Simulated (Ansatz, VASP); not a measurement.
Two plane-wave programs on Au

```
Au
1.0
     0.00000    2.08022    2.08022
     2.08022    0.00000    2.08022
     2.08022    2.08022    0.00000
Au
1
Cartesian
  0.0000 0.0000 0.0000
```

Alike in both runs: functional PBE; k mesh 10 × 10 × 10; occupations gaussian, width 0.1 eV; no spin polarisation.

Ansatz relaxed the structure, and its values are those at the end. VASP's run is a single point on that final structure, the one shown.

|  | VASP | Ansatz |
| --- | --- | --- |
| version | VASP 6.6.1 | Ansatz 0.2.0 |
| potentials or method | VASP PAW PBE potentials, release 64 (Au), cutoff 520 eV | scalar-relativistic, plane waves, PAW |
| valence electrons in the cell | 11 | 19 |

```csv
,VASP,Ansatz,Ansatz less VASP
gap on the k mesh at the Fermi level (eV),none,none,-
pressure (GPa),0.0,0.2,+0.24
```

A gap of «none» marks a metal or a gap that the smearing closes. VASP's potentials hold 11 valence electrons a cell and Ansatz's 19, so a difference there can come from the potentials and not from the codes.

Spin-orbit coupling is off throughout.
